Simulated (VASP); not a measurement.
A run of VASP 6.6.1:

The input INCAR:

```
SYSTEM = BN
ALGO = Normal
EDIFF = 1E-6
ENCUT = 520
GGA = PS
ISIF = 2
ISMEAR = 0
LASPH = .TRUE.
LCHARG = .FALSE.
LREAL = .FALSE.
LWAVE = .FALSE.
NBANDS = 11
NELM = 60
PREC = Accurate
SIGMA = 0.01
```

Contents of KPOINTS:

```
k-points
0
G
  10 10 6
  0 0 0
```

POSCAR

```
BN
1.0
    2.4869640287      0.0000000000      0.0000000000
   -1.2362339416      2.1579424799      0.0000000000
   -0.6253650435     -1.0789717357      2.9971393033
B N
1 1
Direct
    0.9796430000      0.9834990000      0.0018060000
    0.6685060000      0.3323850000      0.9849990000
```

Potentials or basis: VASP PAW PBE potentials, release 64 (B, N).

Run with:

```console
$ cat potpaw_PBE.64/B/POTCAR potpaw_PBE.64/N/POTCAR > POTCAR
$ mpirun -np 1 vasp_std > vasp.out
```

Hardware: 1 thread of Intel Xeon 8259CL (shared host).

How long does it take, and how much memory?

Run time: 55 s on 1 thread of Intel Xeon 8259CL, on a shared host, peak memory 0.16 GiB. Counts: scf iterations 12, k points 304.
